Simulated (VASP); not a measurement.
# TePb (Pm-3m) in VASP: further runs

Aim: see how the results for TePb move with the level of theory and the settings. Levels: PBE+D4, LDA, PBE. Tasks: relaxation of cell and atoms, single point.

All numbers are computed with VASP 6.6.1; they aren't measurements. Logs are shortened: lines on timing, memory, paths and dates and some standing lists are left out, and cuts for length are marked.

**1. The cell of the first run**

The structure is cubic, space group Pm-3m (No. 221). The conventional cell has a = 4.002 Å, b = 4.002 Å, c = 4.002 Å, α = 90.00°, β = 90.00°, γ = 90.00°. Pb (site symmetry m-3m) has 8 Te at 3.47 Å and 6 Pb at 4.00 Å within 4.6 Å. Te (site symmetry m-3m) has 8 Pb at 3.47 Å and 6 Te at 4.00 Å within 4.6 Å.

**2. Relaxation of cell and atoms, PBE+D4**

INCAR reads:

```
  PREC = Accurate
  ENCUT = 600
  EDIFF = 1E-7
  ISMEAR = -1
  SIGMA = 0.05
  LREAL = False
  LASPH = True
  NELM = 100
  ALGO = Normal
  ISIF = 3
  LWAVE = False
  LCHARG = False
  GGA = PE
  IVDW = 13
  IBRION = 2
  NSW = 80
  EDIFFG = -0.005
```

KPOINTS reads:

```
Automatic mesh
0
Gamma
  7 7 7
```

POSCAR reads:

```
TePb
1.0
    4.0022870000      0.0000000000      0.0000000000
    0.0000000000      4.0022870000      0.0000000000
    0.0000000000      0.0000000000      4.0022870000
Pb Te
1 1
Direct
    0.0000000000      0.0000000000      0.0000000000
    0.5000000000      0.5000000000      0.5000000000
```

Potentials or basis: VASP PAW PBE potentials, release 64 (Pb_d, Te).

Run with:

```
$ cat potpaw_PBE.64/Pb_d/POTCAR potpaw_PBE.64/Te/POTCAR > POTCAR
$ mpirun -np 1 vasp_std > vasp.out
```

OUTCAR:

```text
PREC = Accurate
   ENCUT = 600
   EDIFF = 1E-7
   ISMEAR = -1
   LREAL = False
   LASPH = True
   NELM = 100
   ISIF = 3
   GGA = PE
   IVDW = 13
   IBRION = 2
   NSW = 80
   EDIFFG = -0.005

 ion  position               nearest neighbor table
   1  0.000  0.000  0.000-   2 3.47   2 3.47   2 3.47   2 3.47   2 3.47   2 3.47   2 3.47   2 3.47

   2  0.500  0.500  0.500-   1 3.47   1 3.47   1 3.47   1 3.47   1 3.47   1 3.47   1 3.47   1 3.47

  LATTYP: Found a simple cubic cell.
 ALAT       =     4.0022870000

  Lattice vectors:

 A1 = (   4.0022870000,   0.0000000000,   0.0000000000)
 A2 = (   0.0000000000,   4.0022870000,   0.0000000000)
 A3 = (   0.0000000000,   0.0000000000,   4.0022870000)

Analysis of symmetry for initial positions (statically):
=====================================================================
 Subroutine PRICEL returns:
 Original cell was already a primitive cell.

 Routine SETGRP: Setting up the symmetry group for a
 simple cubic supercell.

 Subroutine GETGRP returns: Found 48 space group operations
 (whereof 48 operations were pure point group operations)
 out of a pool of 48 trial point group operations.

The static configuration has the point symmetry O_h .

Analysis of symmetry for dynamics (positions and initial velocities):
=====================================================================
 Subroutine PRICEL returns:
 Original cell was already a primitive cell.

 Routine SETGRP: Setting up the symmetry group for a
 simple cubic supercell.

 Subroutine GETGRP returns: Found 48 space group operations
 (whereof 48 operations were pure point group operations)
 out of a pool of 48 trial point group operations.

The dynamic configuration has the point symmetry O_h .

 Subroutine INISYM returns: Found 48 space group operations
 (whereof 48 operations are pure point group operations),
 and found     1 'primitive' translations

----------------------------------------------------------------------------------------

                                     Primitive cell

  volume of cell :      64.1098

  direct lattice vectors                    reciprocal lattice vectors
     4.002287000  0.000000000  0.000000000     0.249857144  0.000000000  0.000000000
     0.000000000  4.002287000  0.000000000     0.000000000  0.249857144  0.000000000
     0.000000000  0.000000000  4.002287000     0.000000000  0.000000000  0.249857144

  length of vectors
     4.002287000  4.002287000  4.002287000     0.249857144  0.249857144  0.249857144

  position of ions in fractional coordinates (direct lattice)
     0.000000000  0.000000000  0.000000000
     0.500000000  0.500000000  0.500000000

  ion indices of the primitive-cell ions
   primitive index   ion index
                 1           1
                 2           2

----------------------------------------------------------------------------------------

 KPOINTS: Automatic mesh

Automatic generation of k-mesh.
 Grid dimensions read from file:
 generate k-points for:    7    7    7

 Generating k-lattice:

  Cartesian coordinates                     Fractional coordinates (reciprocal lattice)
     0.035693878  0.000000000  0.000000000     0.142857143  0.000000000  0.000000000
     0.000000000  0.035693878  0.000000000     0.000000000  0.142857143  0.000000000
     0.000000000  0.000000000  0.035693878     0.000000000  0.000000000  0.142857143

  Length of vectors
     0.035693878  0.035693878  0.035693878

  Shift w.r.t. Gamma in fractional coordinates (k-lattice)
     0.000000000  0.000000000  0.000000000

 Subroutine IBZKPT returns following result:
 ===========================================

 Found     20 irreducible k-points:

 Following reciprocal coordinates:
            Coordinates               Weight
  0.000000  0.000000  0.000000      1.000000
  0.142857  0.000000  0.000000      6.000000
  0.285714  0.000000  0.000000      6.000000
  0.428571  0.000000  0.000000      6.000000
  0.142857  0.142857  0.000000     12.000000
  0.285714  0.142857  0.000000     24.000000
[... 12 lines left out ...]
  0.428571  0.428571  0.285714     24.000000
  0.428571  0.428571  0.428571      8.000000
   k-points           NKPTS =     20   k-points in BZ     NKDIM =     20   number of bands    NBANDS=     14
   number of dos      NEDOS =    301   number of ions     NIONS =      2
   total plane-waves  NPLWV =  32768
   dimension x,y,z NGX =    32 NGY =   32 NGZ =   32
   dimension x,y,z NGXF=    64 NGYF=   64 NGZF=   64
   ions per type =               1   1
   NGX,Y,Z   is equivalent  to a cutoff of  13.29, 13.29, 13.29 a.u.
   NGXF,Y,Z  is equivalent  to a cutoff of  26.58, 26.58, 26.58 a.u.
 SYSTEM =  unknown system
   PREC   = accura    normal or accurate (medium, high low for compatibility)
   ISTART =      0    job   : 0-new  1-cont  2-samecut
   ICHARG =      2    charge: 1-file 2-atom 10-const
   ISPIN  =      1    spin polarized calculation?
   LNONCOLLINEAR =      F non collinear calculations
   LSORBIT =      F    spin-orbit coupling
   LASPH  =      T    aspherical Exc in radial PAW
   ENCUT  =  600.0 eV  44.10 Ry    6.64 a.u.   7.99  7.99  7.99*2*pi/ulx,y,z
   NELM   =    100;   NELMIN=  2; NELMDL= -5     # of ELM steps
   EDIFF  = 0.1E-06   stopping-criterion for ELM
   LREAL  =      F    real-space projection
   EDIFFG = -.5E-02   stopping-criterion for IOM
   NSW    =     80    number of steps for IOM
   IBRION =      2    ionic relax: 0-MD 1-quasi-New 2-CG
   NFREE  =      1    steps in history (QN), initial steepest desc. (CG)
   ISIF   =      3    stress and relaxation
   ISYM   =      2    0-nonsym 1-usesym 2-fastsym
   POTIM  = 0.5000    time-step for ionic-motion
   TEBEG  =    0.0;   TEEND  =   0.0 temperature during run
   PSTRESS=    0.0 pullay stress
   NELECT =      20.0000    total number of electrons
   NUPDOWN=      -1.0000    fix difference up-down
   EMIN   =  10.00;   EMAX   =-10.00  energy-range for DOS
   EFERMI =   0.00;   METHOD = LEGACY
   ISMEAR =    -1;   SIGMA  =   0.05  broadening in eV -4-tet -1-fermi 0-gaus
   EFERMI_NEDOS =   21; number of points for ismear=-14 and -15
   IALGO  =     38    algorithm
   IMIX   =      4    mixing-type and parameters
     AMIX     =   0.40;   BMIX     =  1.00
     AMIX_MAG =   1.60;   BMIX_MAG =  1.00
  volume/ion in A,a.u.               =      32.05       216.32
  Fermi-wavevector in a.u.,A,eV,Ry     =   1.110307  2.098177 16.773027  1.232783
  Thomas-Fermi vector in A             =   2.246857
   LORBIT       =      0    0 simple, 1 ext, 2 COOP (PROOUT), +10 PAW based schemes
   GGA     = PE    functional components
   LHFCALC =     F    Hartree Fock is set to
   AEXX    =    0.0000 exact exchange contribution
   IVDW    =    13    specifies the selected vdW correction
   LEPSILON=     F    determine dielectric tensor
   LRPA    =     F    only Hartree local field effects (RPA)
 conjugate gradient relaxation of ions
 non-spin polarized calculation
  energy-cutoff  :      600.00
  volume of cell :       64.11
 maximum number of plane-waves:      2170
 NGX is ok and might be reduce to    32
   NGX = 15   NGY = 15   NGZ = 15

--------------------------------------- Ionic step        1  -------------------------------------------

 number of electron      20.0000004 magnetization

 Free energy of the ion-electron system (eV)
  ---------------------------------------------------
  ext. energy  EPLUGINS =         0.00000000
  ---------------------------------------------------
  free energy    TOTEN  =        -7.06109188 eV

  energy without entropy =       -7.04748999  energy(sigma->0) =       -7.05429093

------------------------ aborting loop because EDIFF is reached ----------------------------------------

  DFT-D4 for vdW energy calculation

  Edisp (eV):   -0.96288

  FORCE on cell =-STRESS in cart. coord.  units (eV):
  Direction    XX          YY          ZZ          XY          YZ          ZX
  --------------------------------------------------------------------------------------
  -------------------------------------------------------------------------------------
  Total       1.32695     1.32695     1.32695    -0.00000     0.00000    -0.00000
  in kB      33.16201    33.16201    33.16201    -0.00000     0.00000    -0.00000
  external pressure =       33.16 kB  Pullay stress =        0.00 kB

 VOLUME and BASIS-vectors are now :
 -----------------------------------------------------------------------------
  energy-cutoff  :      600.00
  volume of cell :       64.11
      direct lattice vectors                 reciprocal lattice vectors
     4.002287000  0.000000000  0.000000000     0.249857144  0.000000000  0.000000000
     0.000000000  4.002287000  0.000000000     0.000000000  0.249857144  0.000000000
     0.000000000  0.000000000  4.002287000     0.000000000  0.000000000  0.249857144
[... 201 lines left out ...]
 POSITION                                       TOTAL-FORCE (eV/Angst)
 -----------------------------------------------------------------------------------
      0.00000      0.00000      0.00000         0.000000      0.000000      0.000000
      2.00662      2.00662      2.00662        -0.000000     -0.000000      0.000000
 -----------------------------------------------------------------------------------
    total drift:                                0.000000      0.000000      0.000000

  FREE ENERGIE OF THE ION-ELECTRON SYSTEM (eV)
  ---------------------------------------------------
  free  energy   TOTEN  =        -8.0297029341 eV

  energy  without entropy=       -8.0164769818  energy(sigma->0) =       -8.02308996

--------------------------------------- Ionic step        7  -------------------------------------------

 number of electron      20.0000005 magnetization

 Free energy of the ion-electron system (eV)
  ---------------------------------------------------
  ext. energy  EPLUGINS =         0.00000000
  ---------------------------------------------------
  free energy    TOTEN  =        -7.06036862 eV

  energy without entropy =       -7.04717713  energy(sigma->0) =       -7.05377288

 E-fermi :   6.2885     XC(G=0):  -9.6420

 val. band max:        6.2873690968   @ k =   0.4286   0.2857   0.0000
 cond. band min:       6.3224318455   @ k =   0.4286   0.4286   0.2857
 fundamental gap:      0.0350627487
 Fermi energy:         6.2885118279

 k-point     1 :       0.0000    0.0000    0.0000
  band No.  band energies     occupation
      1     -10.8806      2.00000
      2     -10.8806      2.00000
      3     -10.7999      2.00000
      4     -10.7999      2.00000
      5     -10.7999      2.00000
      6      -5.8167      2.00000
      7      -0.5222      2.00000
      8       4.7395      2.00000
      9       4.7395      2.00000
     10       4.7395      2.00000
     11      10.3107      0.00000
     12      10.3107      0.00000
     13      11.4653      0.00000
     14      11.4653      0.00000

 k-point     2 :       0.1429    0.0000    0.0000
  band No.  band energies     occupation
      1     -10.8799      2.00000
      2     -10.8680      2.00000
      3     -10.8045      2.00000
      4     -10.8045      2.00000
      5     -10.7996      2.00000
      6      -5.6569      2.00000
      7      -0.8446      2.00000
      8       4.6055      2.00000
      9       4.9186      2.00000
     10       4.9186      2.00000
[... 334 lines left out ...]
 POSITION                                       TOTAL-FORCE (eV/Angst)
 -----------------------------------------------------------------------------------
      0.00000      0.00000      0.00000         0.000000     -0.000000      0.000000
      2.00711      2.00711      2.00711        -0.000000      0.000000      0.000000
 -----------------------------------------------------------------------------------
    total drift:                                0.000000      0.000000      0.000000

  FREE ENERGIE OF THE ION-ELECTRON SYSTEM (eV)
  ---------------------------------------------------
  free  energy   TOTEN  =        -8.0297320677 eV

  energy  without entropy=       -8.0165405714  energy(sigma->0) =       -8.02313632

 reached required accuracy - stopping structural energy minimisation
```

It took 42 s on 1 thread of Intel Xeon 6975P-C (Granite Rapids), shared host; peak memory 0.2 GiB.

Results:

```yaml
Free_energy: -8.0297 eV
Relaxed_volume: 32.34 Å³/atom
Relaxed_cell: a = 4.014 Å, b = 4.014 Å, c = 4.014 Å, α = 90.00°, β = 90.00°, γ = 90.00°
Space_group_after_relaxing_to_0.05_Å: Pm-3m (No. 221)
Energy_gained_by_relaxing: 2.9 meV/atom
Ionic_steps: 7
Pressure_after_relaxing: 0.0 GPa
Band_gap_on_the_k_mesh: zero (band 10 reaches 6.46 eV, above the bottom of band 11 at 5.69 eV)
Dispersion_energy_per_atom: -0.485 eV
```

The path:
```csv
step,energy change (eV),largest force (eV/Å),pressure (GPa),volume (Å³)
1,0.0000,0.0000,3.32,64.11
2,0.1055,0.0000,-4.61,70.47
3,0.0211,0.0000,-3.26,66.58
4,-0.0009,0.0000,-2.09,65.32
5,-0.0054,0.0000,-0.74,64.85
6,-0.0057,0.0000,0.22,64.64
7,-0.0058,0.0000,-0.02,64.69
```

Final structure:
```
Pb Te
1.0
     4.01423    0.00000    0.00000
     0.00000    4.01423    0.00000
     0.00000    0.00000    4.01423
Pb Te
1 1
Cartesian
  0.0000 0.0000 0.0000
  2.0071 2.0071 2.0071
```

Levels at points of the mesh, in eV from the Fermi level:
```
           k point  band 8  band 9  band 10  band 11  band 12  band 13
(0.00, 0.00, 0.00)   -1.55   -1.55    -1.55     4.02     4.02     5.18
```

Caveat: spin-orbit coupling is left out, which moves the levels of the heavy elements; pairwise dispersion overbinds metals, which lowers pressure and volume.

**3. Relaxation of cell and atoms, LDA**

INCAR reads:

```
PREC = Accurate ; ENCUT = 600
EDIFF = 1E-6 ; ISMEAR = -1
SIGMA = 0.05 ; LREAL = False
LASPH = True ; NELM = 60
ALGO = Normal ; ISIF = 3
LWAVE = False ; LCHARG = False
GGA = CA ; IBRION = 2
NSW = 80 ; EDIFFG = -0.01
```

KPOINTS is that of step 2.

POSCAR is that of step 2.

Potentials or basis: VASP PAW LDA potentials, release 64 (Pb_d, Te).

Run with:

```
$ cat potpaw_LDA.64/Pb_d/POTCAR potpaw_LDA.64/Te/POTCAR > POTCAR
$ mpirun -np 1 vasp_std > vasp.out
```

Run time: 16 s. Hardware: 1 thread of Intel Xeon 6975P-C (Granite Rapids), shared host; peak memory 0.18 GiB.

It converged, with:

```
Free energy                            : -8.3736 eV
Relaxed volume                         : 29.16 Å³/atom
Relaxed cell                           : a = 3.878 Å, b = 3.878 Å, c = 3.878 Å, α = 90.00°, β = 90.00°, γ = 90.00°
Space group after relaxing (to 0.05 Å) : Pm-3m (No. 221)
Energy gained by relaxing              : 37.8 meV/atom
Ionic steps                            : 3
Pressure after relaxing                : 0.0 GPa
Band gap on the k mesh                 : zero (band 10 reaches 7.48 eV, above the bottom of band 11 at 6.44 eV)
```

Step by step:
```
step  energy change (eV)  largest force (eV/Å)  pressure (GPa)  volume (Å³)
   1              0.0000                0.0000           -3.90        64.11
   2             -0.0717                0.0000            1.04        57.14
   3             -0.0755                0.0000           -0.01        58.31
```

Final structure:
```
Pb Te
1.0
     3.87779    0.00000    0.00000
     0.00000    3.87779    0.00000
     0.00000    0.00000    3.87779
Pb Te
1 1
Cartesian
  0.0000 0.0000 0.0000
  1.9389 1.9389 1.9389
```

Levels at points of the mesh, in eV from the Fermi level:
```tsv
k point	band 7	band 8	band 9	band 10	band 11	band 12	band 13	band 14
(0.00, 0.00, 0.00)	-6.46	-1.72	-1.72	-1.72	3.98	3.98	5.88	5.88
```

Caveat: spin-orbit coupling is left out, which moves the levels of the heavy elements.

(Continued in part 2 of 2.)
